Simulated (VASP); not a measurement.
A run of VASP 6.6.1 is set up as follows.

INCAR

```
ALGO = Normal
EDIFF = 1E-6
ENCUT = 520
GGA = RP
ISIF = 2
ISMEAR = -1
LASPH = T
LCHARG = F
LREAL = F
LWAVE = F
NBANDS = 13
NELM = 80
PREC = Accurate
SIGMA = 0.1
```

Contents of KPOINTS:

```
k-points
0
Gamma
  13 13 13
```

File POSCAR:

```
Ru
1.0
    2.5265968697      0.0000000000      0.0000000000
    0.0000000000      2.5265968697      0.0000000000
    0.0000000000      0.0000000000      2.5265968697
Ru
1
Direct
    0.0000000000      0.0000000000      0.0000000000
```

Potentials or basis: VASP PAW PBE potentials, release 64 (Ru_pv).

Launch:

```bash
$ cat potpaw_PBE.64/Ru_pv/POTCAR > POTCAR
$ mpirun -np 1 vasp_std > vasp.out
```

Q: What does it give for the band gap on the k mesh?

A: Zero (band 7 reaches 13.58 eV, above the bottom of band 8 at 9.38 eV).

Q: What does it give for the pressure?

A: 0.0 GPa.

Caveat: the PAW data sets were made with another functional, which shifts forces and pressure a little.
